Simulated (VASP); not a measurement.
Crystal: BN.

```xyz
4
Lattice="2.5008 0.0000 0.0000 -1.2504 2.1658 0.0000 0.0000 0.0000 6.8931" Properties=species:S:1:pos:R:3 pbc="T T T"
B     0.0000    1.4439    1.7233
B     1.2504    0.7219    5.1698
N     1.2504    0.7219    1.7233
N     0.0000    1.4439    5.1698
```

Base run:

```yaml
Program: VASP 6.6.1
Functional: PBE0
Potentials_or_basis: VASP PAW PBE potentials, release 64 (B, N)
Cutoff: 520 eV
k_mesh: 9 × 9 × 4
Occupations: gaussian, width 0.01 eV
Spin: no spin polarisation
```

Its results: band gap on the k mesh 6.53 eV (least direct gap 6.83 eV).

Q: The run is repeated on the same cell with these changes: functional from PBE0 to PBE; further incar settings from ALGO = Normal; EDIFF = 1e-06; NBANDS = 16 to ALGO = Normal; EDIFF = 1e-08. What comes out?

A: Band gap on the k mesh 4.45 eV (least direct gap 4.66 eV).

Caveats: an odd mesh through Γ misses points on the zone boundary, where band edges can lie.
